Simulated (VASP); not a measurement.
**NaCl: single point with PBE**

Crystal: NaCl.

```
Na Cl
1.0
     3.58974    0.00000    0.00000
     0.00000    3.58974    0.00000
     0.00000    0.00000    3.50219
Na Cl
1 1
Direct
  0.00000 0.00000 0.00000
  0.50000 0.50000 0.50000
```

This cell differs from its parent crystal: strain +0.025 along x and y, +0.000 along z.

* Program: VASP 6.6.1
* Task: single point
* Functional: PBE
* Potentials or basis: VASP PAW PBE potentials, release 64 (Na_pv, Cl)
* Cutoff: 520 eV
* k mesh: 6 × 6 × 6
* Occupations: gaussian, width 0.05 eV
* Spin: no spin polarisation
* Dipole correction: no
* Further INCAR settings: ALGO = Normal; EDIFF = 1e-07; NBANDS = 14

```yaml
Pressure: -1.1 GPa
Band_gap_on_the_k_mesh: 3.72 eV, indirect (least direct gap 4.13 eV)
```

Stress tensor (GPa, compression positive):
```
-1.66  0.00  0.00
 0.00 -1.66  0.00
 0.00  0.00  0.07
```

Levels at points of the mesh, in eV from the valence-band top:
```tsv
k point	band 3	band 4	band 5	band 6	band 7	band 8	band 9	band 10	band 11	band 12
(0.00, 0.00, 0.00)	-22.23	-13.31	-0.61	-0.61	-0.41	3.72	8.42	8.65	14.99	14.99
(0.50, 0.00, 0.00)	-22.23	-13.01	-2.83	-0.40	-0.21	6.69	8.08	10.45	11.44	11.92
(0.50, 0.50, 0.00)	-22.23	-12.79	-2.20	-2.20	0.00	5.35	9.82	10.63	10.63	12.67
(0.00, 0.00, 0.50)	-22.23	-12.97	-2.82	-0.36	-0.36	6.62	8.23	10.41	11.51	11.51
(0.50, 0.00, 0.50)	-22.22	-12.74	-2.22	-2.14	-0.14	5.49	9.61	10.48	10.70	12.29
(0.50, 0.50, 0.50)	-22.25	-12.52	-1.84	-1.77	-1.77	7.01	7.03	7.03	11.16	15.16
```

Run time: 10 s on 1 thread of Intel(R) Xeon(R) 6975P-C (Granite Rapids) (shared host), peak memory 0.15 GiB.

Caveat: the cell differs from its parent crystal (strain +0.025 along x and y, +0.000 along z). A k mesh can miss the band edges.
